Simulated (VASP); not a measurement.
Here is a VASP 6.6.1 calculation.

Contents of INCAR:

```
SYSTEM = KSi32
ALGO = Normal ; EDIFF = 1E-6
ENCUT = 400 ; GGA = PE
GGA_COMPAT = .False. ; ISIF = 2
ISMEAR = -1 ; LASPH = .True.
LCHARG = .False. ; LREAL = Auto
LWAVE = .False. ; NBANDS = 90
NELECT = 136.0 ; NELM = 120
PREC = Accurate ; SIGMA = 0.01
```

The input KPOINTS:

```
Automatic mesh
0
Gamma
  2 2 2
  0.5 0.5 0.5
```

The input POSCAR:

```
KSi32
1.0
   -5.4697269700      5.4697269700      5.4697269700
    5.4697269700     -5.4697269700      5.4697269700
    5.4697269700      5.4697269700     -5.4697269700
Si K
32 1
Direct
   -0.0011714700     -0.0005461000      0.2471620600
   -0.0020837200      0.2444815200     -0.0015503800
   -0.0018600100      0.4979624200      0.7449360900
   -0.0009296600      0.7467759400      0.4998968200
    0.2453813200     -0.0002129100     -0.0195638900
    0.2517597300      0.2522848900      0.7527313300
    0.2452959200      0.4800125800      0.4998727900
    0.2289991300      0.7172716100      0.2177950800
    0.5112506300     -0.0006239700      0.7820280100
    0.5110645900      0.2818929000      0.4998810800
    0.4997647800      0.5010368300      0.2464843100
    0.4992447000      0.7459305200      0.0013063900
    0.7473424900     -0.0003653400      0.4998617200
    0.7532642800      0.2531089200      0.2549311400
    0.7649009100      0.5193846100      0.0194724400
    0.7534583600      0.7545631600      0.7534940600
    0.0016767800     -0.0004907900      0.4999844100
   -0.0040321700      0.2445299000      0.2464693000
   -0.0158778900      0.4799620100     -0.0196085800
   -0.0037979800      0.7460165600      0.7449710000
    0.2375736200     -0.0006292900      0.2175706100
    0.2492798300      0.2532927600     -0.0014360300
    0.2492881300      0.4979235600      0.7532594700
    0.2380231400      0.7173815500      0.4998426400
    0.5037190000     -0.0003867600      0.0194915200
    0.5201150100      0.2818545100      0.7823467800
    0.5038652800      0.5192853900      0.5000401800
    0.4973482500      0.7467632100      0.2472209300
    0.7501036400     -0.0005788900      0.7525496500
    0.7498581000      0.2523449300      0.4998741600
    0.7510002700      0.5010307400      0.2548460500
    0.7505614900      0.7546797300      0.0012849600
    0.3746495300     -0.0000890100      0.5000152200
```

Potentials or basis: VASP PAW PBE potentials, release 64 (Si, K_sv).

The run is started by

```bash
$ cat potpaw_PBE.64/Si/POTCAR potpaw_PBE.64/K_sv/POTCAR > POTCAR
$ mpirun -np 1 vasp_std > vasp.out
```

(1) Predict the largest force.

Results:

(1) 0.087 eV/Å.

Caveat: the cell carries a net charge on a neutralising background, which shifts energy and pressure.
